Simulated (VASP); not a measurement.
The system is AgCl.

```
Ag Cl
1.0
     0.00000    2.77315    2.77315
     2.77315    0.00000    2.77315
     2.77315    2.77315    0.00000
Ag Cl
1 1
Cartesian
  2.7731 2.7731 2.7731
  0.0000 0.0000 0.0000
```

Program: VASP 6.6.1. Alike in all runs: potentials or basis VASP PAW PBE potentials, release 64 (Ag, Cl); no spin polarisation; cell as given; k mesh 9 × 9 × 9; cutoff (eV) 520; smearing fermi-dirac 0.01 eV.

Task: Order these runs on this cell by their band gap on the k mesh, lowest first.
A. level PBEsol
B. level r2SCAN
C. level PBE

Result: A (0.78 eV), C (0.95 eV), B (1.47 eV).

Caveats: an odd mesh through Γ misses points on the zone boundary, where band edges can lie; semilocal functionals underestimate gaps, and a narrow one can read as zero (at least some runs).
